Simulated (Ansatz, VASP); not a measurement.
LiHg3S2 in VASP and in Ansatz

INCAR

```
ALGO = Normal ; EDIFF = 1E-7
EDIFFG = -0.01 ; ENCUT = 600
GGA = PE ; IBRION = 2
ISIF = 3 ; ISMEAR = 0
LASPH = True ; LCHARG = False
LREAL = False ; LWAVE = False
NELM = 100 ; NSW = 100
PREC = Accurate ; SIGMA = 0.1
```

KPOINTS

```
k-points
0
Gamma
  9 9 8
```

The input POSCAR:

```
LiHg3S2
1.0
    6.3365598412      0.0000000000      0.0000000000
   -3.1682799206      5.4876217951      0.0000000000
    0.0000000000      0.0000000000      4.4186480636
Li Hg S
1 3 2
Direct
    0.0000000000      0.0000000000      0.0000000000
    0.5000000000      0.0000000000      0.5000000000
    0.0000000000      0.5000000000      0.5000000000
    0.5000000000      0.5000000000      0.5000000000
    0.6666666667      0.3333333333      0.0000000000
    0.3333333333      0.6666666667      0.0000000000
```

Input for Ansatz:

```yaml
crystal:
  lattice:
    - [6.3365598412, 0.0, 0.0]
    - [-3.1682799206, 5.4876217951, 0.0]
    - [0.0, 0.0, 4.4186480636]
  atoms:
    - { symbol: Li, position: [0.0, 0.0, 0.0] }
    - { symbol: Hg, position: [0.5, 0.0, 0.5] }
    - { symbol: Hg, position: [0.0, 0.5, 0.5] }
    - { symbol: Hg, position: [0.5, 0.5, 0.5] }
    - { symbol: S, position: [0.6666666667, 0.3333333333, 0.0] }
    - { symbol: S, position: [0.3333333333, 0.6666666667, 0.0] }
basis:
  ecutwfc: 420
kpoints:
  mp_grid: { grid: [9, 9, 8] }
hamiltonian:
  xc: pbe
scf:
  occupations: { method: gaussian, width: 0.1 }
output:
  forces: true
  stress: true
  eigenvalues: true
relax:
  adjacent_minimum: "off"
  f_tol: 0.01
  max_steps: 80
  cell: { stress_tol: 0.05 }
```

Change from the starting cell: species swapped into the YB2Ir3 type (P6/mmm, No. 191).

Alike in both runs: task relaxation of cell and atoms; functional PBE; k mesh 9 × 9 × 8; occupations gaussian, width 0.1 eV; no spin polarisation.

|  | VASP | Ansatz |
| --- | --- | --- |
| version | VASP 6.6.1 | Ansatz 0.2.0 |
| potentials or method | VASP PAW PBE potentials, release 64 (Li_sv, Hg, S), cutoff 600 eV | scalar-relativistic, plane waves, PAW |
| valence electrons in the cell | 51 | 75 |

|  | VASP | Ansatz | Ansatz less VASP |
| --- | --- | --- | --- |
| gap on the k mesh at the Fermi level, each at its own relaxed structure (eV) | none | none | - |
| relaxed volume (Å³/atom) | 25.93 | 25.81 | -0.125 |
| relaxed cell length with the largest relative difference (Å) | 6.432 | 6.420 | -0.0113 |

A gap of «none» marks a metal or a gap that the smearing closes. VASP's potentials hold 51 valence electrons a cell and Ansatz's 75, so a difference there can come from the potentials and not from the codes.

Neither program's run includes spin-orbit coupling. Noted on VASP's run: the cutoff is short for stress, so the pressure is rough.
